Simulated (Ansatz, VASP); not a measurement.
## Two plane-wave programs on Rb

```
CELL_PARAMETERS angstrom
0.00000 3.63260 3.63260
3.63260 0.00000 3.63260
3.63260 3.63260 0.00000
ATOMIC_POSITIONS crystal
Rb 0.00000 0.00000 0.00000
```

Alike in both runs: functional BLYP; k mesh 8 × 8 × 8; occupations fermi-dirac, width 0.1 eV; no spin polarisation.

Ansatz relaxed the structure, and its values are those at the end. VASP's run is a single point on that final structure, the one shown.

```csv
,VASP,Ansatz
version,VASP 6.6.1,Ansatz 0.2.0
potentials or method,"VASP PAW PBE potentials, release 64 (Rb_sv), cutoff 520 eV","plane waves (420 eV) with PAW, scalar-relativistic"
valence electrons in the cell,9,9
```

```tsv
	VASP	Ansatz	Ansatz less VASP
pressure (GPa)	0.0	0.0	0.00
```

VASP's potentials were made for PBE, not for BLYP. The functional is the same, so the differences come from potentials, cutoffs and numerics.
